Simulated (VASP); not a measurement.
# TiC3 (Fm-3m) in VASP: further runs

TiC3 is run at these levels: PBE; tasks: single point, relaxation of cell and atoms.

All numbers are computed with VASP 6.6.1; they aren't measurements. Logs are shortened: lines on timing, memory, paths and dates and some standing lists are left out, and cuts for length are marked.

**1. The cell of the first run**

Symmetry: Fm-3m, No. 225, cubic system. The conventional cell has a = 5.220 Å, b = 5.220 Å, c = 5.220 Å, α = 90.00°, β = 90.00°, γ = 90.00°. Ti (site symmetry m-3m) has 14 C at 2.26 to 2.61 Å within 3.0 Å. C (site symmetry m-3m) has 8 C at 2.26 Å and 6 Ti at 2.61 Å within 3.0 Å. C (site symmetry -43m) has 4 Ti at 2.26 Å and 10 C at 2.26 to 2.61 Å within 3.0 Å.

**2. Single point, PBE, collinear spin, ferromagnetic start**

File INCAR:

```
ALGO = Normal ; EDIFF = 1E-7
ENCUT = 520 ; GGA = PE
ISIF = 2 ; ISMEAR = 0
ISPIN = 2 ; LASPH = T
LCHARG = F ; LMAXMIX = 4
LORBIT = 11 ; LREAL = F
LWAVE = F ; MAGMOM = 1 0 0 0
NBANDS = 24 ; NELM = 150
PREC = Accurate ; SIGMA = 0.1
```

File KPOINTS:

```
k-points
0
Gamma
  6 6 6
```

File POSCAR:

```
TiC3
1.0
    0.0000000000      2.6102454781      2.6102454781
    2.6102454781      0.0000000000      2.6102454781
    2.6102454781      2.6102454781      0.0000000000
Ti C
1 3
Direct
    0.0000000000      0.0000000000      0.0000000000
    0.5000000000      0.5000000000      0.5000000000
    0.2500000000      0.2500000000      0.2500000000
    0.7500000000      0.7500000000      0.7500000000
```

Potentials or basis: VASP PAW PBE potentials, release 64 (Ti_sv, C).

The run is started by

```bash
> cat potpaw_PBE.64/Ti_sv/POTCAR potpaw_PBE.64/C/POTCAR > POTCAR
> mpirun -np 1 vasp_std > vasp.out
```

OUTCAR:

```text
EDIFF = 1E-7
   ENCUT = 520
   GGA = PE
   ISIF = 2
   ISMEAR = 0
   ISPIN = 2
   LASPH = T
   LORBIT = 11
   LREAL = F
   NELM = 150
   PREC = Accurate

 ion  position               nearest neighbor table
   1  0.000  0.000  0.000-   4 2.26   4 2.26   4 2.26   3 2.26   4 2.26   3 2.26   3 2.26   3 2.26

   2  0.500  0.500  0.500-
   3  0.250  0.250  0.250-   1 2.26   1 2.26   1 2.26   1 2.26
   4  0.750  0.750  0.750-   1 2.26   1 2.26   1 2.26   1 2.26

  LATTYP: Found a face centered cubic cell.
 ALAT       =     5.2204909562

  Lattice vectors:

 A1 = (   0.0000000000,   2.6102454781,   2.6102454781)
 A2 = (   2.6102454781,   0.0000000000,   2.6102454781)
 A3 = (   2.6102454781,   2.6102454781,   0.0000000000)

Analysis of symmetry for initial positions (statically):
=====================================================================
 Subroutine PRICEL returns:
 Original cell was already a primitive cell.

 Routine SETGRP: Setting up the symmetry group for a
 face centered cubic supercell.

 Subroutine GETGRP returns: Found 48 space group operations
 (whereof 48 operations were pure point group operations)
 out of a pool of 48 trial point group operations.

The static configuration has the point symmetry O_h .

Analysis of symmetry for dynamics (positions and initial velocities):
=====================================================================
 Subroutine PRICEL returns:
 Original cell was already a primitive cell.

 Routine SETGRP: Setting up the symmetry group for a
 face centered cubic supercell.

 Subroutine GETGRP returns: Found 48 space group operations
 (whereof 48 operations were pure point group operations)
 out of a pool of 48 trial point group operations.

The dynamic configuration has the point symmetry O_h .

Analysis of structural, dynamic, and magnetic symmetry:
=====================================================================
 Subroutine PRICEL returns:
 Original cell was already a primitive cell.

 Routine SETGRP: Setting up the symmetry group for a
 face centered cubic supercell.

 Subroutine GETGRP returns: Found 48 space group operations
 (whereof 48 operations were pure point group operations)
 out of a pool of 48 trial point group operations.

[... 117 lines left out ...]
  Fermi-wavevector in a.u.,A,eV,Ry     =   1.435888  2.713435 28.052142  2.061774
  Thomas-Fermi vector in A             =   2.555137
   LORBIT       =     11    0 simple, 1 ext, 2 COOP (PROOUT), +10 PAW based schemes
   GGA     = PE    functional components
   LHFCALC =     F    Hartree Fock is set to
   AEXX    =    0.0000 exact exchange contribution
   IVDW    =     0    specifies the selected vdW correction
   LEPSILON=     F    determine dielectric tensor
   LRPA    =     F    only Hartree local field effects (RPA)
 spin polarized calculation
 Gauss-broadening in eV      SIGMA  =   0.10
  energy-cutoff  :      520.00
  volume of cell :       35.57
 maximum number of plane-waves:       982
   NGX = 13   NGY = 13   NGZ = 13

 number of electron      24.0000005 magnetization      -0.0000561

 number of electron      24.0000005 magnetization       0.0000074

 Free energy of the ion-electron system (eV)
  ---------------------------------------------------
  ext. energy  EPLUGINS =         0.00000000
  ---------------------------------------------------
  free energy    TOTEN  =       -26.10049668 eV

  energy without entropy =      -26.09418435  energy(sigma->0) =      -26.09734052

 E-fermi :   8.6053     XC(G=0): -12.6223

 val. band max:        8.4879124345   @ k =  -0.1667   0.1667   0.0000
 cond. band min:       8.6666693266   @ k =   0.3333   0.1667   0.0000
 fundamental gap:      0.1787568921
 Fermi energy:         8.6052822366

 spin component 1

 k-point     1 :       0.0000    0.0000    0.0000
  band No.  band energies     occupation
      1     -48.3661      1.00000
      2     -24.6122      1.00000
      3     -24.6122      1.00000
      4     -24.6122      1.00000
      5      -6.9540      1.00000
      6       2.2837      1.00000
[... 421 lines left out ...]
     23      24.5970      0.00000
     24      25.7727      0.00000
 Fermi energy:         8.6052822366

 spin component 2

 k-point     1 :       0.0000    0.0000    0.0000
  band No.  band energies     occupation
      1     -48.3661      1.00000
      2     -24.6122      1.00000
      3     -24.6122      1.00000
      4     -24.6122      1.00000
      5      -6.9540      1.00000
      6       2.2837      1.00000
[... 421 lines left out ...]
     23      24.5970      0.00000
     24      25.7726      0.00000

------------------------ aborting loop because EDIFF is reached ----------------------------------------

  FORCE on cell =-STRESS in cart. coord.  units (eV):
  Direction    XX          YY          ZZ          XY          YZ          ZX
  --------------------------------------------------------------------------------------
  -------------------------------------------------------------------------------------
  Total       -0.0152067     -0.0152067     -0.0152067     -0.0000000     -0.0000000     -0.0000000
  in kB       -0.6849712     -0.6849712     -0.6849712     -0.0000000     -0.0000000     -0.0000000
  external PRESSURE =      -0.6849712 kB  Pullay stress =       0.0000000 kB

 VOLUME and BASIS-vectors are now :
 -----------------------------------------------------------------------------
  energy-cutoff  :      520.00
  volume of cell :       35.57
      direct lattice vectors                 reciprocal lattice vectors
     0.000000000  2.610245478  2.610245478    -0.191552865  0.191552865  0.191552865
     2.610245478  0.000000000  2.610245478     0.191552865 -0.191552865  0.191552865
     2.610245478  2.610245478  0.000000000     0.191552865  0.191552865 -0.191552865

 POSITION                                       TOTAL-FORCE (eV/Angst)
 -----------------------------------------------------------------------------------
      0.00000      0.00000      0.00000         0.000000     -0.000000     -0.000000
      2.61025      2.61025      2.61025         0.000000     -0.000000     -0.000000
      1.30512      1.30512      1.30512        -0.000000     -0.000000     -0.000000
      3.91537      3.91537      3.91537         0.000000      0.000000      0.000000
 -----------------------------------------------------------------------------------
    total drift:                               -0.000000     -0.000000      0.000000

  FREE ENERGIE OF THE ION-ELECTRON SYSTEM (eV)
  ---------------------------------------------------
  free  energy   TOTEN  =       -26.1004966826 eV

  energy  without entropy=      -26.0941843520  energy(sigma->0) =      -26.09734052

 total charge

# of ion       s       p       d       tot
------------------------------------------
    1        2.188   6.155   1.962  10.305
    2        1.077   1.006   0.000   2.084
    3        0.980   1.240   0.000   2.220
    4        0.980   1.240   0.000   2.220
--------------------------------------------------
tot          5.226   9.641   1.962  16.828

 magnetization (x)

# of ion       s       p       d       tot
------------------------------------------
    1        0.000   0.000   0.000   0.000
    2        0.000   0.000   0.000   0.000
    3        0.000   0.000   0.000   0.000
    4        0.000   0.000   0.000   0.000
--------------------------------------------------
tot          0.000   0.000   0.000   0.000
```

OSZICAR:

```text
N       E                     dE             d eps       ncg     rms          rms(c)
DAV:   1     0.180914024139E+03    0.18091E+03   -0.11045E+04  1544   0.107E+03
DAV:   2    -0.166528579256E+02   -0.19757E+03   -0.18592E+03  1728   0.313E+02
DAV:   3    -0.300383653409E+02   -0.13386E+02   -0.13107E+02  1888   0.761E+01
DAV:   4    -0.304415131693E+02   -0.40315E+00   -0.40107E+00  1952   0.126E+01
DAV:   5    -0.304520278556E+02   -0.10515E-01   -0.10513E-01  1832   0.199E+00    0.165E+01
DAV:   6    -0.270100379458E+02    0.34420E+01   -0.11309E+01  1792   0.385E+01    0.886E+00
DAV:   7    -0.262586468107E+02    0.75139E+00   -0.98437E+00  1752   0.219E+01    0.510E+00
DAV:   8    -0.261149849347E+02    0.14366E+00   -0.27332E-01  2024   0.434E+00    0.305E+00
DAV:   9    -0.261684214147E+02   -0.53436E-01   -0.44321E-01  2008   0.516E+00    0.216E+00
DAV:  10    -0.261006927450E+02    0.67729E-01   -0.26131E-01  1864   0.391E+00    0.271E-01
DAV:  11    -0.261007319414E+02   -0.39196E-04   -0.50761E-03  1896   0.492E-01    0.191E-01
DAV:  12    -0.261006296372E+02    0.10230E-03   -0.84344E-04  2064   0.206E-01    0.164E-01
DAV:  13    -0.261004986267E+02    0.13101E-03   -0.70659E-04  1744   0.193E-01    0.393E-02
DAV:  14    -0.261004978890E+02    0.73774E-06   -0.39733E-05  1968   0.373E-02    0.138E-02
DAV:  15    -0.261004967683E+02    0.11206E-05   -0.34216E-06  1912   0.154E-02    0.621E-03
DAV:  16    -0.261004964769E+02    0.29141E-06   -0.52998E-07  1928   0.674E-03    0.370E-03
DAV:  17    -0.261004966032E+02   -0.12630E-06   -0.23462E-07  1528   0.381E-03    0.205E-03
DAV:  18    -0.261004966826E+02   -0.79419E-07   -0.73560E-08  1144   0.198E-03
   1 F= -.26100497E+02 E0= -.26097341E+02  d E =-.631233E-02  mag=    -0.0000
```

stdout:

```text
POSCAR found type information on POSCAR TiC
 POSCAR found :  2 types and       4 ions
 scaLAPACK will be used
 LDA part: xc-table for (Slater+PW92), standard interpolation
 POSCAR, INCAR and KPOINTS ok, starting setup
 FFT: planning ... GRIDC
 FFT: planning ... GRID_SOFT
 FFT: planning ... GRID
 WAVECAR not read
 entering main loop
```

Run time: 19 s. Hardware: 1 thread of Intel Xeon 6975P-C (Granite Rapids), shared host; peak memory 0.18 GiB.

Results:

```yaml
Free_energy: -26.1005 eV
Pressure: -0.1 GPa
Band_gap_on_the_k_mesh: zero (filled and empty bands overlap)
Net_moment: 0.00 μB per cell
Valence_electrons_inside_the_program's_atomic_spheres: Ti 10.30; C 2.08, 2.22
```

Levels at points of the mesh, in eV from the Fermi level:
Spin up:
```csv
k point,band 10,band 11,band 12,band 13,band 14,band 15
"(0.00, 0.00, 0.00)",-4.04,-2.10,-2.10,-2.10,0.71,0.71
"(0.50, 0.00, 0.00)",-2.03,-1.06,-1.06,0.10,0.10,2.23
"(0.50, 0.50, 0.00)",-1.72,-0.42,-0.42,1.51,2.40,2.47
```
Spin down:
```tsv
k point	band 8	band 9	band 10	band 11	band 12	band 13	band 14	band 15	band 16	band 17
(0.00, 0.00, 0.00)	-4.56	-4.56	-4.04	-2.10	-2.10	-2.10	0.71	0.71	3.13	3.13
(0.50, 0.00, 0.00)	-5.19	-5.19	-2.03	-1.06	-1.06	0.10	0.10	2.23	3.65	3.69
(0.50, 0.50, 0.00)	-5.61	-5.61	-1.72	-0.42	-0.42	1.51	2.40	2.47	3.11	3.94
```

**3. Relaxation of cell and atoms, PBE**

This run uses another cell than the first one, of 15.22 Å³/atom, 1.711 times its volume.

File INCAR:

```
PREC = Accurate
ENCUT = 600
EDIFF = 1E-7
ISMEAR = 0
SIGMA = 0.1
LREAL = F
LASPH = T
NELM = 80
ALGO = Normal
ISIF = 3
LWAVE = F
LCHARG = F
GGA = PE
IBRION = 2
NSW = 90
EDIFFG = -0.04
```

File KPOINTS:

```
Automatic mesh
0
Gamma
  6 6 6
```

File POSCAR:

```
TiC3
1.0
    0.0000000000      3.1221516600      3.1221516600
    3.1221516600      0.0000000000      3.1221516600
    3.1221516600      3.1221516600      0.0000000000
Ti C
1 3
Direct
    0.0000000000      0.0000000000      0.0000000000
    0.5000000000      0.5000000000      0.5000000000
    0.2500000000      0.2500000000      0.2500000000
    0.7500000000      0.7500000000      0.7500000000
```

Potentials or basis: VASP PAW PBE potentials, release 64 (Ti_sv, C).

The run is started by

```bash
> cat potpaw_PBE.64/Ti_sv/POTCAR potpaw_PBE.64/C/POTCAR > POTCAR
> mpirun -np 1 vasp_std > vasp.out
```

OUTCAR:

```text
PREC = Accurate
   ENCUT = 600
   EDIFF = 1E-7
   ISMEAR = 0
   LREAL = F
   LASPH = T
   NELM = 80
   ISIF = 3
   GGA = PE
   IBRION = 2
   NSW = 90
   EDIFFG = -0.04

 ion  position               nearest neighbor table
   1  0.000  0.000  0.000-
   2  0.500  0.500  0.500-
   3  0.250  0.250  0.250-
   4  0.750  0.750  0.750-

  LATTYP: Found a face centered cubic cell.
 ALAT       =     6.2443033200

  Lattice vectors:

 A1 = (   0.0000000000,   3.1221516600,   3.1221516600)
 A2 = (   3.1221516600,   0.0000000000,   3.1221516600)
 A3 = (   3.1221516600,   3.1221516600,   0.0000000000)

Analysis of symmetry for initial positions (statically):
=====================================================================
 Subroutine PRICEL returns:
 Original cell was already a primitive cell.

 Routine SETGRP: Setting up the symmetry group for a
 face centered cubic supercell.

 Subroutine GETGRP returns: Found 48 space group operations
 (whereof 48 operations were pure point group operations)
 out of a pool of 48 trial point group operations.

The static configuration has the point symmetry O_h .

Analysis of symmetry for dynamics (positions and initial velocities):
=====================================================================
 Subroutine PRICEL returns:
 Original cell was already a primitive cell.

 Routine SETGRP: Setting up the symmetry group for a
 face centered cubic supercell.

 Subroutine GETGRP returns: Found 48 space group operations
 (whereof 48 operations were pure point group operations)
 out of a pool of 48 trial point group operations.

The dynamic configuration has the point symmetry O_h .

 Subroutine INISYM returns: Found 48 space group operations
 (whereof 48 operations are pure point group operations),
 and found     1 'primitive' translations

----------------------------------------------------------------------------------------

                                     Primitive cell

  volume of cell :      60.8684

  direct lattice vectors                    reciprocal lattice vectors
[... 84 lines left out ...]
   EDIFFG = -.4E-01   stopping-criterion for IOM
   NSW    =     90    number of steps for IOM
   IBRION =      2    ionic relax: 0-MD 1-quasi-New 2-CG
   NFREE  =      1    steps in history (QN), initial steepest desc. (CG)
   ISIF   =      3    stress and relaxation
   ISYM   =      2    0-nonsym 1-usesym 2-fastsym
   POTIM  = 0.5000    time-step for ionic-motion
   TEBEG  =    0.0;   TEEND  =   0.0 temperature during run
   PSTRESS=    0.0 pullay stress
   NELECT =      24.0000    total number of electrons
   NUPDOWN=      -1.0000    fix difference up-down
   EMIN   =  10.00;   EMAX   =-10.00  energy-range for DOS
   EFERMI =   0.00;   METHOD = LEGACY
   ISMEAR =     0;   SIGMA  =   0.10  broadening in eV -4-tet -1-fermi 0-gaus
   EFERMI_NEDOS =   21; number of points for ismear=-14 and -15
   IALGO  =     38    algorithm
   IMIX   =      4    mixing-type and parameters
     AMIX     =   0.40;   BMIX     =  1.00
     AMIX_MAG =   1.60;   BMIX_MAG =  1.00
  volume/ion in A,a.u.               =      15.22       102.69
  Fermi-wavevector in a.u.,A,eV,Ry     =   1.200461  2.268542 19.607433  1.441106
  Thomas-Fermi vector in A             =   2.336296
   LORBIT       =      0    0 simple, 1 ext, 2 COOP (PROOUT), +10 PAW based schemes
   GGA     = PE    functional components
   LHFCALC =     F    Hartree Fock is set to
   AEXX    =    0.0000 exact exchange contribution
   IVDW    =     0    specifies the selected vdW correction
   LEPSILON=     F    determine dielectric tensor
   LRPA    =     F    only Hartree local field effects (RPA)
 conjugate gradient relaxation of ions
 non-spin polarized calculation
 Gauss-broadening in eV      SIGMA  =   0.10
  energy-cutoff  :      600.00
  volume of cell :       60.87
 maximum number of plane-waves:      2085
   NGX = 17   NGY = 17   NGZ = 17

--------------------------------------- Ionic step        1  -------------------------------------------

 number of electron      23.9999996 magnetization

 Free energy of the ion-electron system (eV)
  ---------------------------------------------------
  ext. energy  EPLUGINS =         0.00000000
  ---------------------------------------------------
  free energy    TOTEN  =       -21.87896628 eV

  energy without entropy =      -21.87337912  energy(sigma->0) =      -21.87617270

 E-fermi :   3.1997     XC(G=0): -10.1072

 val. band max:        3.1340843150   @ k =   0.3333   0.0000   0.0000
 cond. band min:       3.3424062815   @ k =   0.3333   0.1667   0.0000
 fundamental gap:      0.2083219666
 Fermi energy:         3.1996731933

 k-point     1 :       0.0000    0.0000    0.0000
  band No.  band energies     occupation
      1     -54.7565      2.00000
      2     -30.9272      2.00000
      3     -30.9272      2.00000
      4     -30.9272      2.00000
      5      -8.4015      2.00000
      6      -3.9378      2.00000
[... 368 lines left out ...]
--------------------------------------- Ionic step        3  -------------------------------------------

 number of electron      23.9999999 magnetization

 Free energy of the ion-electron system (eV)
  ---------------------------------------------------
  ext. energy  EPLUGINS =         0.00000000
  ---------------------------------------------------
  free energy    TOTEN  =       -26.12341791 eV

  energy without entropy =      -26.11710816  energy(sigma->0) =      -26.12026303

 E-fermi :   8.5861     XC(G=0): -12.6154

 val. band max:        8.4689805500   @ k =  -0.1667   0.1667   0.0000
 cond. band min:       8.6471485343   @ k =   0.3333   0.1667   0.0000
 fundamental gap:      0.1781679843
 Fermi energy:         8.5861067932

 k-point     1 :       0.0000    0.0000    0.0000
  band No.  band energies     occupation
      1     -48.3878      2.00000
      2     -24.6336      2.00000
      3     -24.6336      2.00000
      4     -24.6336      2.00000
      5      -6.9599      2.00000
      6       2.2629      2.00000
[... 324 lines left out ...]
  FREE ENERGIE OF THE ION-ELECTRON SYSTEM (eV)
  ---------------------------------------------------
  free  energy   TOTEN  =       -26.1234179103 eV

  energy  without entropy=      -26.1171081581  energy(sigma->0) =      -26.12026303

 reached required accuracy - stopping structural energy minimisation
```

OSZICAR:

```text
N       E                     dE             d eps       ncg     rms          rms(c)
DAV:   1     0.187054678128E+03    0.18705E+03   -0.12542E+04   512   0.165E+03
DAV:   2    -0.552916398800E+01   -0.19258E+03   -0.19118E+03   536   0.398E+02
DAV:   3    -0.272808319290E+02   -0.21752E+02   -0.21496E+02   904   0.106E+02
[... 42 lines left out ...]
DAV:  10    -0.261234180714E+02   -0.21102E-05   -0.69392E-06   608   0.232E-02    0.464E-03
DAV:  11    -0.261234175503E+02    0.52108E-06   -0.94674E-07   664   0.927E-03    0.164E-03
DAV:  12    -0.261234177572E+02   -0.20686E-06   -0.48442E-08   272   0.204E-03    0.550E-04
DAV:  13    -0.261234178903E+02   -0.13310E-06   -0.84326E-08   328   0.197E-03    0.175E-04
DAV:  14    -0.261234179103E+02   -0.20003E-07   -0.24388E-08   264   0.136E-03
   3 F= -.26123418E+02 E0= -.26120263E+02  d E =-.424445E+01
```

Run time: 34 s. Hardware: 1 thread of Intel Xeon 6975P-C (Granite Rapids), shared host; peak memory 0.21 GiB.

Results:

```yaml
Free_energy: -26.1234 eV
Relaxed_volume: 8.90 Å³/atom
Relaxed_cell: a = 3.693 Å, b = 3.693 Å, c = 3.693 Å, α = 60.00°, β = 60.00°, γ = 60.00°
Space_group_after_relaxing_to_0.05_Å: Fm-3m (No. 225)
Energy_gained_by_relaxing: 1061.1 meV/atom
Ionic_steps: 3
Pressure_after_relaxing: -0.3 GPa
Band_gap_on_the_k_mesh: zero (band 12 reaches 8.85 eV, above the bottom of band 13 at 6.49 eV)
```

Step by step:
```csv
step,energy change (eV),largest force (eV/Å),pressure (GPa),volume (Å³)
1,0.0000,0.0000,-33.84,60.87
2,-4.2228,0.0000,-5.81,36.72
3,-4.2445,0.0000,-0.34,35.62
```

Final structure:
```cif
data_structure
_symmetry_space_group_name_H-M 'P 1'
_symmetry_Int_Tables_number 1
_cell_length_a 3.6930
_cell_length_b 3.6930
_cell_length_c 3.6930
_cell_angle_alpha 60.000
_cell_angle_beta 60.000
_cell_angle_gamma 60.000
_cell_volume 35.62
loop_
_atom_site_label
_atom_site_type_symbol
_atom_site_fract_x
_atom_site_fract_y
_atom_site_fract_z
_atom_site_occupancy
Ti1 Ti 0.00000 0.00000 0.00000 1
C1 C 0.50000 0.50000 0.50000 1
C2 C 0.25000 0.25000 0.25000 1
C3 C 0.75000 0.75000 0.75000 1
```

Caveat: the volume moved by over 15 % at a fixed basis, so the end points are rough.
